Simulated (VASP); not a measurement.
Here is a VASP 6.6.1 calculation.

INCAR

```
SYSTEM = Pt
  ALGO = Fast
  EDIFF = 1E-6
  ENCUT = 520
  GGA = PE
  ISIF = 2
  ISMEAR = -1
  LASPH = .TRUE.
  LCHARG = .FALSE.
  LREAL = .FALSE.
  LWAVE = .FALSE.
  NBANDS = 11
  NELM = 60
  PREC = Accurate
  SIGMA = 0.02
```

The input KPOINTS:

```
k-points
0
G
  20 20 20
  0 0 0
```

File POSCAR:

```
Pt
1.0
    0.0000000000      1.9579000000      1.9579000000
    1.9579000000      0.0000000000      1.9579000000
    1.9579000000      1.9579000000      0.0000000000
Pt
1
Direct
    0.0000000000      0.0000000000      0.0000000000
```

Potentials or basis: VASP PAW PBE potentials, release 64 (Pt).

Run with:

```bash
$ cat potpaw_PBE.64/Pt/POTCAR > POTCAR
$ mpirun -np 1 vasp_std > vasp.out
```

Problem. What does it give for the band gap on the k mesh?

Solution. Zero (band 5 reaches 11.86 eV, above the bottom of band 6 at 9.60 eV).

Problem. Estimate the pressure.

Solution. 10.8 GPa.

Caveat: spin-orbit coupling is left out, which moves the levels of the heavy elements.
